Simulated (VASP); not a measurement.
The system is V.

```
V
1.0
    14.00000    0.00000    0.00000
     0.00000   14.40000    0.00000
     0.00000    0.00000   14.80000
V
1
Direct
  0.50000 0.50000 0.50000
```

Base run:

* Program: VASP 6.6.1
* Functional: PBE0
* Potentials or basis: VASP PAW PBE potentials, release 64 (V_sv)
* Cutoff: 400 eV
* k mesh: 1 × 1 × 1
* Occupations: fermi-dirac, width 0.01 eV
* Spin: collinear spin, ferromagnetic start
* Starting moments: [5.0] μB

Its results: band gap on the k mesh 3.41 eV; pressure 0.0 GPa; net moment 5.00 μB per cell; site moments V +3.54 μB.

The run is repeated on the same cell with these changes: functional from PBE0 to HSE06. What comes out?

Band gap on the k mesh 2.69 eV; pressure 0.0 GPa; net moment 5.00 μB per cell; site moments V +3.54 μB.

Caveats: the PAW data sets were made with another functional, which shifts forces and pressure a little.

A k mesh can miss the band edges.
